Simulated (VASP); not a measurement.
Wanted: the native input for a VASP 6.6.1 run.

* Task: single point
* Functional: PBEsol
* Potentials or basis: VASP PAW PBE potentials, release 64 (Te)
* Cutoff: 520 eV
* k mesh: 7 × 7 × 5
* Occupations: fermi-dirac, width 0.05 eV
* Spin: no spin polarisation
* Dipole correction: no
* Further INCAR settings: ALGO = Normal; EDIFF = 1e-06; NBANDS = 16

The structure of Te lies in POSCAR:

```
Te
1.0
    3.7412160315     -2.1470812704      0.0162728436
    3.7412160315      2.1470812704      0.0162728436
   -0.0668835492      0.0000000000      5.8361940960
Te
3
Direct
    0.0000000000      0.0000000000      0.0000000000
    0.3189528967      0.3189528967      0.3354084336
    0.6810471033      0.6810471033      0.6645915664
```

The input as run:

INCAR

```
SYSTEM = Te
PREC     = Accurate       ! precision mode
ENCUT    = 520            ! plane-wave cutoff, eV
EDIFF    = 1E-6           ! SCF threshold, eV
ISMEAR   = -1             ! smearing method
SIGMA    = 0.05           ! smearing width, eV
LREAL    = .FALSE.        ! projectors in reciprocal space
LASPH    = .TRUE.         ! aspherical terms in the spheres
NELM     = 60             ! most SCF steps
ALGO     = Normal         ! electronic algorithm
ISIF     = 2              ! what is computed and relaxed
LWAVE    = .FALSE.        ! write WAVECAR
LCHARG   = .FALSE.        ! write CHGCAR
GGA      = PS             ! functional
NBANDS   = 16             ! bands
```

KPOINTS

```
regular mesh
0
G
  7 7 5
  0 0 0
```

Potentials or basis: VASP PAW PBE potentials, release 64 (Te).

Run with:

```console
$ cat potpaw_PBE.64/Te/POTCAR > POTCAR
$ mpirun -np 1 vasp_std > vasp.out
```

It gave:

```json
{"Pressure": "0.0 GPa", "Largest force": "0.011 eV/Å", "Band gap on the k mesh": "zero (bands 9 and 10 overlap by 0.26 eV)"}
```

Caveat: the PAW data sets were made with another functional, which shifts forces and pressure a little; spin-orbit coupling is left out, which moves the levels of the heavy elements.

It took 110 s on 1 thread of Intel Xeon 8259CL (shared host), peak memory 0.25 GiB.
